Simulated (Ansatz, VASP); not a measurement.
## One calculation of Se, two programs

```xyz
3
Lattice="4.5057 0.0000 0.0000 -2.2528 3.9020 0.0000 0.0000 0.0000 4.9893" Properties=species:S:1:pos:R:3 pbc="T T T"
Se    0.9774    0.0000    1.6631
Se   -0.4887    0.8465    3.3262
Se    1.7641    3.0555    0.0000
```

Alike in both runs: functional r2SCAN; k mesh 9 × 9 × 6; occupations gaussian, width 0.02 eV; no spin polarisation.

Ansatz relaxed the structure, and its values are those at the end. VASP's run is a single point on that final structure, the one shown.

```csv
,VASP,Ansatz
version,VASP 6.6.1,Ansatz 0.2.0
potentials or method,"VASP PAW PBE potentials, release 64 (Se), cutoff 520 eV","scalar-relativistic, plane waves, PAW"
valence electrons in the cell,18,48
```

|  | VASP | Ansatz | Ansatz less VASP |
| --- | --- | --- | --- |
| gap on the k mesh at the Fermi level (eV) | 1.33 | 1.35 | +0.012 |
| least direct gap on the mesh (eV) | 1.58 | 1.60 | +0.013 |
| pressure (GPa) | 0.0 | 0.0 | -0.04 |
| rms of the force components (eV/Å) | 0.011 | 0.000 | -0.0110 |

VASP's potentials were made for PBE, not for r2SCAN. With one functional, cell and mesh, what is left measures potentials, basis and numerics. VASP's potentials hold 18 valence electrons a cell and Ansatz's 48, so a difference there can come from the potentials and not from the codes.
